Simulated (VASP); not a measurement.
Crystal: BeH4.

```xyz
5
Lattice="2.4478 0.0000 0.0000 0.0000 2.4478 0.0000 0.0000 0.0000 5.0545" Properties=species:S:1:pos:R:3 pbc="T T T"
Be    0.0000    0.0000    0.0000
H     1.2239    0.0000    1.0092
H     0.0000    1.2239    4.0453
H     1.2239    0.0000    4.0453
H     0.0000    1.2239    1.0092
```

| Quantity | Value |
| --- | --- |
| Program | VASP 6.6.1 |
| Task | relaxation of cell and atoms |
| Functional | PBE |
| Potentials or basis | VASP PAW PBE potentials, release 64 (Be, H) |
| Cutoff | 600 eV |
| k mesh | 16 × 16 × 8 |
| Occupations | gaussian, width 0.1 eV |
| Spin | no spin polarisation |

At the start: pressure 0.5 GPa; volume 6.06 Å³/atom.

**Question.** How do energy, volume and symmetry change on relaxing?

**Answer.** Over 7 steps the energy falls by 8.3 meV/atom and the volume is 6.19 Å³/atom (+2.2 %); space group P4/mmm (No. 123, to 0.05 Å).

Step by step:
| step | energy change (eV) | largest force (eV/Å) | pressure (GPa) | volume (Å³) |
| --- | --- | --- | --- | --- |
| 1 | 0.0000 | 0.2476 | 0.52 | 30.29 |
| 2 | -0.0231 | 0.1236 | 0.73 | 30.37 |
| 3 | -0.0394 | 0.0224 | 1.13 | 30.50 |
| 4 | -0.0394 | 0.0486 | 1.18 | 30.51 |
| 5 | -0.0395 | 0.0395 | 1.16 | 30.51 |
| 6 | -0.0411 | 0.0154 | 0.41 | 30.78 |
| 7 | -0.0414 | 0.0017 | -0.02 | 30.94 |

Final structure:
```xyz
5
Lattice="2.5070 0.0000 0.0000 0.0000 2.5070 0.0000 0.0000 0.0000 4.9232" Properties=species:S:1:pos:R:3 pbc="T T T"
Be    0.0000    0.0000    0.0000
H     1.2535    0.0000    0.9525
H     0.0000    1.2535    3.9707
H     1.2535    0.0000    3.9707
H     0.0000    1.2535    0.9525
```
